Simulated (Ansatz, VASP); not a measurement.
**Two plane-wave programs on Nb**

```
Nb
1.0
    -1.66395    1.66395    1.66395
     1.66395   -1.66395    1.66395
     1.66395    1.66395   -1.66395
Nb
1
Direct
  0.00000 0.00000 0.00000
```

Alike in both runs: task single point; functional PBE; k mesh 11 × 11 × 11; occupations gaussian, width 0.011 eV; no spin polarisation.

|  | VASP | Ansatz |
| --- | --- | --- |
| version | VASP 6.6.1 | Ansatz 0.2.0 |
| potentials or method | VASP PAW PBE potentials, release 64 (Nb_sv) | Ansatz PAW |
| plane-wave cutoff (eV) | 500 | 420 |
| valence electrons in the cell | 13 | 13 |

```tsv
	VASP	Ansatz	Ansatz less VASP
gap on the k mesh at the Fermi level (eV)	none	none	-
pressure (GPa)	-2.1	-1.7	+0.38
```

A gap of «none» marks a metal or a gap that the smearing closes.
